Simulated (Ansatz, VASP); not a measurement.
One calculation of Al2GaN3, two programs

Contents of POSCAR:

```
Al2GaN3
1.0
    5.8521471261     -1.5969331266      0.0000822536
    5.8521471261      1.5969331266      0.0000822536
   -1.9332379816      0.0000000000      7.3103562190
Al Ga N
4 2 6
Direct
    0.9441689492      0.9441689492      0.3893500164
    0.8888008305      0.8888008305      0.7769692512
    0.2228071295      0.2228071295      0.4444927767
    0.5540781587      0.5540781587      0.1131342221
    0.2772685392      0.2772685392      0.0574536715
    0.6097572751      0.6097572751      0.7216766232
    0.1476731172      0.1476731172      0.1849919365
    0.4815503129      0.4815503129      0.8524964605
    0.8182652599      0.8182652599      0.5151268455
    0.7645503254      0.7645503254      0.9015408870
    0.0951159361      0.0951159361      0.5643531622
    0.4313291663      0.4313291663      0.2432151372
```

File INCAR.step1:

```
SYSTEM = Al2GaN3
PREC     = Accurate       ! precision mode
ENCUT    = 520            ! plane-wave cutoff, eV
ISMEAR   = 0              ! smearing method
SIGMA    = 0.02           ! smearing width, eV
LREAL    = .FALSE.        ! projectors in reciprocal space
LASPH    = .TRUE.         ! aspherical terms in the spheres
NELM     = 60             ! most SCF steps
NBANDS   = 46             ! bands
GGA      = PE             ! functional
ALGO     = Normal         ! electronic algorithm
EDIFF    = 1E-4           ! SCF threshold, eV
LWAVE    = .TRUE.         ! write WAVECAR
LCHARG   = .FALSE.        ! write CHGCAR
```

File INCAR.step2:

```
SYSTEM = Al2GaN3
PREC     = Accurate       ! precision mode
ENCUT    = 520            ! plane-wave cutoff, eV
EDIFF    = 1E-6           ! SCF threshold, eV
ISMEAR   = 0              ! smearing method
SIGMA    = 0.02           ! smearing width, eV
LREAL    = .FALSE.        ! projectors in reciprocal space
LASPH    = .TRUE.         ! aspherical terms in the spheres
NELM     = 60             ! most SCF steps
ALGO     = Normal         ! electronic algorithm
ISIF     = 2              ! what is computed and relaxed
LWAVE    = .FALSE.        ! write WAVECAR
LCHARG   = .TRUE.         ! write CHGCAR
METAGGA  = R2SCAN         ! meta-GGA
LMIXTAU  = .TRUE.       
LELF     = .TRUE.         ! ELF
LVHAR    = .TRUE.       
NBANDS   = 46             ! bands
ISTART   = 1
```

File KPOINTS:

```
regular mesh
0
G
  8 8 4
  0 0 0
```

Input for Ansatz:

```yaml
crystal:
  lattice:
    - [5.8521471261, -1.5969331266, 8.22536e-05]
    - [5.8521471261, 1.5969331266, 8.22536e-05]
    - [-1.9332379816, 0.0, 7.310356219]
  atoms:
    - { symbol: Al, position: [0.9441689492, 0.9441689492, 0.3893500164] }
    - { symbol: Al, position: [0.8888008305, 0.8888008305, 0.7769692512] }
    - { symbol: Al, position: [0.2228071295, 0.2228071295, 0.4444927767] }
    - { symbol: Al, position: [0.5540781587, 0.5540781587, 0.1131342221] }
    - { symbol: Ga, position: [0.2772685392, 0.2772685392, 0.0574536715] }
    - { symbol: Ga, position: [0.6097572751, 0.6097572751, 0.7216766232] }
    - { symbol: "N", position: [0.1476731172, 0.1476731172, 0.1849919365] }
    - { symbol: "N", position: [0.4815503129, 0.4815503129, 0.8524964605] }
    - { symbol: "N", position: [0.8182652599, 0.8182652599, 0.5151268455] }
    - { symbol: "N", position: [0.7645503254, 0.7645503254, 0.901540887] }
    - { symbol: "N", position: [0.0951159361, 0.0951159361, 0.5643531622] }
    - { symbol: "N", position: [0.4313291663, 0.4313291663, 0.2432151372] }
basis:
  ecutwfc: 500
kpoints:
  mp_grid: { grid: [8, 8, 4] }
  band_path: { path: [VBM, CBM], npoints: 2 }
hamiltonian:
  xc: r2scan
scf:
  occupations: { method: gaussian, width: 0.02 }
output:
  forces: true
  stress: true
  eigenvalues: true
checkpoint:
  read: start.run
  write: ck
  compress: false
  write_wavefunctions: false
  write_every: 100000
```

Alike in both runs: task single point; functional r2SCAN; k mesh 8 × 8 × 4; occupations gaussian, width 0.02 eV; no spin polarisation.

```csv
,VASP,Ansatz
version,VASP 6.6.1,Ansatz 0.2.0
potentials or method,"VASP PAW PBE potentials, release 64 (Al, Ga_d, N), cutoff 520 eV","scalar-relativistic, plane waves, PAW"
valence electrons in the cell,68,68
```

```csv
,VASP,Ansatz,Ansatz less VASP
gap on the k mesh at the Fermi level (eV),3.43,3.42,-0.012
least direct gap on the mesh (eV),3.43,3.42,-0.012
pressure (GPa),-10.8,-10.9,-0.05
"traceless stress, the component that is largest in VASP (GPa)",0.21,0.22,+0.003
rms of the force components (eV/Å),0.027,0.002,-0.0251
```

VASP's potentials were made for PBE, not for r2SCAN. Atom by atom the forces differ by 0.026 eV/Å (rms over components). With one functional, cell and mesh, what is left measures potentials, basis and numerics.
